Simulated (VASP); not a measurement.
Write the native input for VASP 6.6.1 that does the following.

- Task: single point
- Functional: PBE
- Potentials or basis: VASP PAW PBE potentials, release 64 (Ga_d, Sb)
- Cutoff: 520 eV
- k mesh: 10 × 10 × 8
- Occupations: gaussian, width 0.1 eV
- Spin: no spin polarisation
- Dipole correction: no
- Further INCAR settings: ALGO = Normal; EDIFF = 1e-06; NBANDS = 22

The structure of GaSb3 lies in POSCAR:

```
GaSb3
1.0
    3.0217418035     -3.1684533055      0.0000000000
    3.0217418035      3.1684533055      0.0000000000
    0.0000000000      0.0000000000      5.6444208434
Ga Sb
1 3
Direct
    0.5000000000      0.5000000000      0.0000000000
    0.7504440067      0.2495559933      0.5000000000
    0.2495559933      0.7504440067      0.5000000000
    0.0000000000      0.0000000000      0.0000000000
```

The input as run:

INCAR

```
SYSTEM = GaSb3
  ALGO = Normal
  EDIFF = 1E-6
  ENCUT = 520
  GGA = PE
  ISIF = 2
  ISMEAR = 0
  LASPH = .TRUE.
  LCHARG = .FALSE.
  LREAL = .FALSE.
  LWAVE = .FALSE.
  NBANDS = 22
  NELM = 80
  PREC = Accurate
  SIGMA = 0.1
```

KPOINTS

```
k-points
0
G
  10 10 8
  0 0 0
```

Potentials or basis: VASP PAW PBE potentials, release 64 (Ga_d, Sb).

Command:

```console
$ cat potpaw_PBE.64/Ga_d/POTCAR potpaw_PBE.64/Sb/POTCAR > POTCAR
$ mpirun -np 1 vasp_std > vasp.out
```

Results of the run:

The pressure is 0.0 GPa and the band gap on the k mesh is zero (bands 14 and 15 overlap by 3.35 eV).

Caveat: spin-orbit coupling is left out, which moves the levels of the heavy elements.

Wall time 93 s on 1 thread of Intel(R) Xeon(R) 6975P-C (Granite Rapids) (shared host), peak memory 0.47 GiB.
